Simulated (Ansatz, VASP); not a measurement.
**NaF in VASP and in Ansatz**

```
Na F
1.0
     0.00000    2.39300    2.39300
     2.39300    0.00000    2.39300
     2.39300    2.39300    0.00000
Na F
1 1
Direct
  0.00000 0.00000 0.00000
  0.50000 0.50000 0.50000
```

Change from the starting cell: strain +0.030 along x and y, +0.030 along z, atoms carried along.

Alike in both runs: task single point; functional PBE; k mesh 8 × 8 × 8; occupations gaussian, width 0.05 eV; no spin polarisation.

```csv
,VASP,Ansatz
version,VASP 6.6.1,Ansatz 0.2.0
potentials or method,"VASP PAW PBE potentials, release 64 (Na_pv, F), cutoff 520 eV","scalar-relativistic, plane waves, PAW"
valence electrons in the cell,14,16
```

Ansatz gave:

| Item | Value |
| --- | --- |
| gap on the k mesh at the Fermi level (eV) | 5.82 |
| least direct gap on the mesh (eV) | 5.82 |
| pressure (GPa) | -2.1 |

Q: What did VASP give for the same quantities?

A: gap on the k mesh at the Fermi level (eV): 5.81; least direct gap on the mesh (eV): 5.81; pressure (GPa): -2.3.

VASP's potentials hold 14 valence electrons a cell and Ansatz's 16, so a difference there can come from the potentials and not from the codes.
